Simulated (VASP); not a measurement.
Write the native input for VASP 6.6.1 that does the following.

* Task: single point
* Functional: PBE
* Potentials or basis: VASP PAW PBE potentials, release 64 (Mg, Zn, Te, Se)
* Cutoff: 520 eV
* k mesh: 4 × 4 × 4
* Occupations: gaussian, width 0.1 eV
* Spin: no spin polarisation
* Dipole correction: no
* Further INCAR settings: ALGO = Normal; EDIFF = 1e-06; NBANDS = 31

The structure of MgZn2TeSe2 lies in POSCAR:

```
MgZn2TeSe2
1.0
    4.5608974400      0.0000000000      0.0000000000
    0.0000000000      4.5608974400      0.0000000000
    0.0000000000      0.0000000000      6.0462812800
Mg Zn Te Se
1 2 1 2
Direct
    0.0000000000      0.0000000000      0.5000000000
    0.0000000000      0.5000000000      0.0000000000
    0.5000000000      0.0000000000      0.0000000000
    0.0000000000      0.0000000000      0.0000000000
    0.5000000000      0.5000000000      0.2710129900
    0.5000000000      0.5000000000      0.7289870100
```

The cell was generated, and may not be a known phase.

These files were run (other wordings do the same):

INCAR

```
SYSTEM = MgZn2TeSe2
PREC = Accurate
ENCUT = 520
EDIFF = 1E-6
ISMEAR = 0
SIGMA = 0.1
LREAL = .FALSE.
LASPH = .TRUE.
NELM = 80
ALGO = Normal
ISIF = 2
LWAVE = .FALSE.
LCHARG = .FALSE.
GGA = PE
NBANDS = 31
```

KPOINTS

```
Automatic mesh
0
G
  4 4 4
  0 0 0
```

Potentials or basis: VASP PAW PBE potentials, release 64 (Mg, Zn, Te, Se).

The run is started by

```console
$ cat potpaw_PBE.64/Mg/POTCAR potpaw_PBE.64/Zn/POTCAR potpaw_PBE.64/Te/POTCAR potpaw_PBE.64/Se/POTCAR > POTCAR
$ mpirun -np 1 vasp_std > vasp.out
```

It gave:

The pressure is 19.4 GPa. The largest force is 0.424 eV/Å and the band gap on the k mesh is zero (bands 22 and 23 overlap by 1.46 eV).

Caveat: the stress differs along the axes, from 5 to 27 GPa; spin-orbit coupling is left out, which moves the levels of the heavy elements.

Wall time 65 s on 1 thread of Intel(R) Xeon(R) Platinum 8488C (Sapphire Rapids), with other jobs on the host, peak memory 0.28 GiB.
